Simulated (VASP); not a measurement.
# Si (I4/mmm) in VASP: a series of runs

Si is run at these levels: PBEsol; tasks: single point.

Everything below comes from runs of VASP 6.6.1. Logs are shortened: lines on timing, memory, paths and dates and some standing lists are left out, and cuts for length are marked.

**1. The cell of the first run**

The structure is tetragonal, space group I4/mmm (No. 139). The conventional cell has a = 2.702 Å, b = 2.702 Å, c = 3.669 Å, α = 90.00°, β = 90.00°, γ = 90.00°. Within 3.5 Å of Si (site symmetry 4/mmm) lie 12 Si at 2.65 to 2.70 Å.

**2. Single point, PBEsol (strain +0.000 along x and y, -0.040 along z)**

INCAR reads:

```
ALGO = Normal ; EDIFF = 1E-6
ENCUT = 520 ; GGA = PS
ISIF = 2 ; ISMEAR = 0
LASPH = T ; LCHARG = F
LREAL = F ; LWAVE = F
NBANDS = 8 ; NELM = 80
PREC = Accurate ; SIGMA = 0.15
```

KPOINTS reads:

```
k-points
0
Gamma
  22 22 22
```

POSCAR reads:

```
Si
1.0
    0.0000000000      1.9108305409      1.8343973193
    1.9108305409      0.0000000000      1.8343973193
    1.9108305409      1.9108305409      0.0000000000
Si
1
Direct
    0.0000000000      0.0000000000      0.0000000000
```

Potentials or basis: VASP PAW PBE potentials, release 64 (Si).

Launch:

```
cat potpaw_PBE.64/Si/POTCAR > POTCAR
mpirun -np 1 vasp_std > vasp.out
```

OUTCAR:

```text
EDIFF = 1E-6
   ENCUT = 520
   GGA = PS
   ISIF = 2
   ISMEAR = 0
   LASPH = T
   LREAL = F
   NELM = 80
   PREC = Accurate

 ion  position               nearest neighbor table
   1  0.000  0.000  0.000-

  LATTYP: Found a body centered tetragonal cell.
 ALAT       =     2.7023224663
 C/A-ratio  =     1.3576450199

  Lattice vectors:

 A1 = (   0.0000000000,  -1.9108305409,  -1.8343973193)
 A2 = (   0.0000000000,   1.9108305409,  -1.8343973193)
 A3 = (   1.9108305409,   0.0000000000,   1.8343973193)

Analysis of symmetry for initial positions (statically):
=====================================================================
 Subroutine PRICEL returns:
 Original cell was already a primitive cell.

 Routine SETGRP: Setting up the symmetry group for a
 body centered tetragonal supercell.

 Subroutine GETGRP returns: Found 16 space group operations
 (whereof 16 operations were pure point group operations)
 out of a pool of 16 trial point group operations.

The static configuration has the point symmetry D_4h.

Analysis of symmetry for dynamics (positions and initial velocities):
=====================================================================
 Subroutine PRICEL returns:
 Original cell was already a primitive cell.

 Routine SETGRP: Setting up the symmetry group for a
 body centered tetragonal supercell.

 Subroutine GETGRP returns: Found 16 space group operations
 (whereof 16 operations were pure point group operations)
 out of a pool of 16 trial point group operations.

The dynamic configuration has the point symmetry D_4h.

 Subroutine INISYM returns: Found 16 space group operations
 (whereof 16 operations are pure point group operations),
 and found     1 'primitive' translations

----------------------------------------------------------------------------------------

                                     Primitive cell

  volume of cell :      13.3958

  direct lattice vectors                    reciprocal lattice vectors
     0.000000000  1.910830541  1.834397319    -0.261666322  0.261666322  0.272569086
     1.910830541  0.000000000  1.834397319     0.261666322 -0.261666322  0.272569086
     1.910830541  1.910830541  0.000000000     0.261666322  0.261666322 -0.272569086

  length of vectors
     2.648827454  2.648827454  2.702322466     0.459600299  0.459600299  0.459600299

  position of ions in fractional coordinates (direct lattice)
     0.000000000  0.000000000  0.000000000

  ion indices of the primitive-cell ions
   primitive index   ion index
                 1           1

----------------------------------------------------------------------------------------

 KPOINTS: k-points

Automatic generation of k-mesh.
 Grid dimensions read from file:
 generate k-points for:   22   22   22

 Generating k-lattice:

  Cartesian coordinates                     Fractional coordinates (reciprocal lattice)
    -0.011893924  0.011893924  0.012389504     0.045454545  0.000000000  0.000000000
     0.011893924 -0.011893924  0.012389504     0.000000000  0.045454545  0.000000000
     0.011893924  0.011893924 -0.012389504     0.000000000  0.000000000  0.045454545

  Length of vectors
     0.020890923  0.020890923  0.020890923

  Shift w.r.t. Gamma in fractional coordinates (k-lattice)
     0.000000000  0.000000000  0.000000000

 Subroutine IBZKPT returns following result:
 ===========================================

 Found    834 irreducible k-points:

 Following reciprocal coordinates:
            Coordinates               Weight
  0.000000  0.000000  0.000000      1.000000
  0.045455  0.000000  0.000000      8.000000
  0.090909  0.000000  0.000000      8.000000
  0.136364  0.000000  0.000000      8.000000
  0.181818  0.000000  0.000000      8.000000
  0.227273  0.000000  0.000000      8.000000
[... 16 lines left out ...]
  0.500000  0.045455  0.000000      8.000000
 -0.454545  0.045455  0.000000      8.000000
 [... further k-points ...]
   k-points           NKPTS =    834   k-points in BZ     NKDIM =    834   number of bands    NBANDS=      8
   number of dos      NEDOS =    301   number of ions     NIONS =      1
   total plane-waves  NPLWV =   8000
   dimension x,y,z NGX =    20 NGY =   20 NGZ =   20
   dimension x,y,z NGXF=    40 NGYF=   40 NGZF=   40
   ions per type =               1
   NGX,Y,Z   is equivalent  to a cutoff of  12.55, 12.55, 12.30 a.u.
   NGXF,Y,Z  is equivalent  to a cutoff of  25.10, 25.10, 24.61 a.u.
 SYSTEM =  unknown system
   PREC   = accura    normal or accurate (medium, high low for compatibility)
   ISTART =      0    job   : 0-new  1-cont  2-samecut
   ICHARG =      2    charge: 1-file 2-atom 10-const
   ISPIN  =      1    spin polarized calculation?
   LNONCOLLINEAR =      F non collinear calculations
   LSORBIT =      F    spin-orbit coupling
   LASPH  =      T    aspherical Exc in radial PAW
   ENCUT  =  520.0 eV  38.22 Ry    6.18 a.u.   4.93  4.93  5.02*2*pi/ulx,y,z
   NELM   =     80;   NELMIN=  2; NELMDL= -5     # of ELM steps
   EDIFF  = 0.1E-05   stopping-criterion for ELM
   LREAL  =      F    real-space projection
   EDIFFG = 0.1E-04   stopping-criterion for IOM
   NSW    =      0    number of steps for IOM
   IBRION =     -1    ionic relax: 0-MD 1-quasi-New 2-CG
   NFREE  =      0    steps in history (QN), initial steepest desc. (CG)
   ISIF   =      2    stress and relaxation
   ISYM   =      2    0-nonsym 1-usesym 2-fastsym
   POTIM  = 0.5000    time-step for ionic-motion
   TEBEG  =    0.0;   TEEND  =   0.0 temperature during run
   PSTRESS=    0.0 pullay stress
   NELECT =       4.0000    total number of electrons
   NUPDOWN=      -1.0000    fix difference up-down
   EMIN   =  10.00;   EMAX   =-10.00  energy-range for DOS
   EFERMI =   0.00;   METHOD = LEGACY
   ISMEAR =     0;   SIGMA  =   0.15  broadening in eV -4-tet -1-fermi 0-gaus
   EFERMI_NEDOS =   21; number of points for ismear=-14 and -15
   IALGO  =     38    algorithm
   IMIX   =      4    mixing-type and parameters
     AMIX     =   0.40;   BMIX     =  1.00
     AMIX_MAG =   1.60;   BMIX_MAG =  1.00
  volume/ion in A,a.u.               =      13.40        90.40
  Fermi-wavevector in a.u.,A,eV,Ry     =   1.094222  2.067780 16.290562  1.197323
  Thomas-Fermi vector in A             =   2.230523
   LORBIT       =      0    0 simple, 1 ext, 2 COOP (PROOUT), +10 PAW based schemes
   GGA     = PS    functional components
   LHFCALC =     F    Hartree Fock is set to
   AEXX    =    0.0000 exact exchange contribution
   IVDW    =     0    specifies the selected vdW correction
   LEPSILON=     F    determine dielectric tensor
   LRPA    =     F    only Hartree local field effects (RPA)
 non-spin polarized calculation
 Gauss-broadening in eV      SIGMA  =   0.15
  energy-cutoff  :      520.00
  volume of cell :       13.40
 maximum number of plane-waves:       372
   NGX =  9   NGY =  9   NGZ =  9

 number of electron       4.0000000 magnetization

 Free energy of the ion-electron system (eV)
  ---------------------------------------------------
  ext. energy  EPLUGINS =         0.00000000
  ---------------------------------------------------
  free energy    TOTEN  =        -5.33471877 eV

  energy without entropy =       -5.33007569  energy(sigma->0) =       -5.33239723

 E-fermi :  11.1918     XC(G=0): -11.5580

 val. band max:       11.1831254088   @ k =   0.5000   0.2727   0.2273
 cond. band min:      11.1957792709   @ k =  -0.3636   0.0455   0.2727
 fundamental gap:      0.0126538620
 Fermi energy:        11.1918293712

 k-point     1 :       0.0000    0.0000    0.0000
  band No.  band energies     occupation
      1      -4.0148      2.00000
      2      23.2001      0.00000
      3      23.2477      0.00000
      4      23.2477      0.00000
      5      23.2996      0.00000
      6      23.2996      0.00000
      7      23.7856      0.00000
      8      28.9449      0.00000

 k-point     2 :       0.0455    0.0000    0.0000
  band No.  band energies     occupation
      1      -3.9513      2.00000
      2      21.5663      0.00000
      3      22.5093      0.00000
      4      22.7258      0.00000
      5      24.1109      0.00000
      6      24.1811      0.00000
      7      24.5773      0.00000
      8      29.4884      0.00000

 k-point     3 :       0.0909    0.0000    0.0000
  band No.  band energies     occupation
      1      -3.7611      2.00000
      2      19.5808      0.00000
      3      21.8379      0.00000
      4      22.1401      0.00000
      5      24.9618      0.00000
      6      24.9861      0.00000
      7      25.0938      0.00000
      8      28.8224      0.00000

 k-point     4 :       0.1364    0.0000    0.0000
  band No.  band energies     occupation
      1      -3.4444      2.00000
      2      17.5252      0.00000
      3      21.2657      0.00000
      4      21.6517      0.00000
      5      25.1458      0.00000
      6      25.6057      0.00000
      7      25.8549      0.00000
      8      28.3010      0.00000

 k-point     5 :       0.1818    0.0000    0.0000
  band No.  band energies     occupation
      1      -3.0019      2.00000
      2      15.4861      0.00000
      3      20.7957      0.00000
      4      21.2649      0.00000
      5      25.1049      0.00000
      6      25.5399      0.00000
      7      26.3345      0.00000
      8      28.5651      0.00000
[... 177 lines left out ...]
 k-point    22 :       0.4545    0.0455    0.0000
  band No.  band energies     occupation
      1       1.9236      2.00000
      2       5.4278      2.00000
      3      19.1570      0.00000
      4      20.5675      0.00000
      5      22.1743      0.00000
      6      22.7970      0.00000
      7      26.0357      0.00000
      8      28.2641      0.00000

 k-point    23 :       0.5000    0.0455    0.0000
  band No.  band energies     occupation
      1       3.1485      2.00000
      2       4.0227      2.00000
      3      19.3719      0.00000
      4      20.3441      0.00000
      5      22.1610      0.00000
      6      22.4168      0.00000
      7      25.9292      0.00000
      8      28.2727      0.00000

 k-point    24 :      -0.4545    0.0455    0.0000
  band No.  band energies     occupation
      1       2.6469      2.00000
      2       4.5700      2.00000
      3      19.6599      0.00000
      4      20.0644      0.00000
      5      22.1770      0.00000
      6      22.4154      0.00000
      7      25.7390      0.00000
      8      28.5691      0.00000

 [... further k-points ...]

------------------------ aborting loop because EDIFF is reached ----------------------------------------

  FORCE on cell =-STRESS in cart. coord.  units (eV):
  Direction    XX          YY          ZZ          XY          YZ          ZX
  --------------------------------------------------------------------------------------
  -------------------------------------------------------------------------------------
  Total        0.4367711      0.4367711      0.4012951      0.0000000      0.0000000     -0.0000000
  in kB       52.2392211     52.2392211     47.9961787      0.0000000      0.0000000     -0.0000000
  external PRESSURE =      50.8248737 kB  Pullay stress =       0.0000000 kB

 VOLUME and BASIS-vectors are now :
 -----------------------------------------------------------------------------
  energy-cutoff  :      520.00
  volume of cell :       13.40
      direct lattice vectors                 reciprocal lattice vectors
     0.000000000  1.910830541  1.834397319    -0.261666322  0.261666322  0.272569086
     1.910830541  0.000000000  1.834397319     0.261666322 -0.261666322  0.272569086
     1.910830541  1.910830541  0.000000000     0.261666322  0.261666322 -0.272569086

 POSITION                                       TOTAL-FORCE (eV/Angst)
 -----------------------------------------------------------------------------------
      0.00000      0.00000      0.00000        -0.000000      0.000000      0.000000
 -----------------------------------------------------------------------------------
    total drift:                                0.000000      0.000000     -0.000000

  FREE ENERGIE OF THE ION-ELECTRON SYSTEM (eV)
  ---------------------------------------------------
  free  energy   TOTEN  =        -5.3347187666 eV

  energy  without entropy=       -5.3300756949  energy(sigma->0) =       -5.33239723
```

It took 72 s on 1 thread of Intel Xeon 8259CL, shared host; peak memory 0.18 GiB.

Results:

```
Free energy            : -5.3347 eV
Pressure               : 5.1 GPa
Band gap on the k mesh : zero (bands 2 and 3 overlap by 15.40 eV)
```

Caveat: the cell differs from its parent crystal (strain +0.000 along x and y, -0.040 along z); the cell stands under pressure; the PAW data sets were made with another functional, which shifts forces and pressure a little.

**3. Single point, PBEsol (strain -0.040 along x and y, +0.040 along z)**

INCAR reads:

```
SYSTEM = Si
ALGO = Normal
EDIFF = 1E-6
ENCUT = 520
GGA = PS
ISIF = 2
ISMEAR = 0
LASPH = .TRUE.
LCHARG = .FALSE.
LREAL = .FALSE.
LWAVE = .FALSE.
NBANDS = 8
NELM = 60
PREC = Accurate
SIGMA = 0.15
```

KPOINTS reads:

```
k-points
0
G
  22 22 22
  0 0 0
```

POSCAR reads:

```
Si
1.0
    0.0000000000      1.8343973193      1.9872637625
    1.8343973193      0.0000000000      1.9872637625
    1.8343973193      1.8343973193      0.0000000000
Si
1
Direct
    0.0000000000      0.0000000000      0.0000000000
```

Potentials or basis: VASP PAW PBE potentials, release 64 (Si).

Launch:

```
cat potpaw_PBE.64/Si/POTCAR > POTCAR
mpirun -np 1 vasp_std > vasp.out
```

Wall time 80 s (1 thread of Intel Xeon 8259CL, shared host); peak memory 0.18 GiB.

The run converged. Its results:

| Property | Result |
| --- | --- |
| Free energy | -5.3361 eV |
| Pressure | 5.7 GPa |
| Band gap on the k mesh | zero (bands 2 and 3 overlap by 15.58 eV) |

Stress tensor (GPa, compression positive):
```
5.14 0.00 0.00
0.00 5.14 0.00
0.00 0.00 6.73
```

Levels at points of the mesh, in eV from the Fermi level:
```csv
k point,band 1,band 2,band 3,band 4,band 5,band 6,band 7
"(0.00, 0.00, 0.00)",-15.23,11.56,12.08,12.08,12.11,12.67,12.67
"(0.50, 0.00, 0.00)",-7.84,-7.49,8.03,9.81,10.37,12.09,14.53
"(0.50, 0.50, 0.00)",-6.51,-5.88,4.52,4.52,4.89,8.52,26.18
"(0.50, 0.00, 0.50)",-5.36,-3.91,2.53,3.32,4.00,6.68,25.27
```

Caveat: the cell differs from its parent crystal (strain -0.040 along x and y, +0.040 along z); the cell stands under pressure; the PAW data sets were made with another functional, which shifts forces and pressure a little.
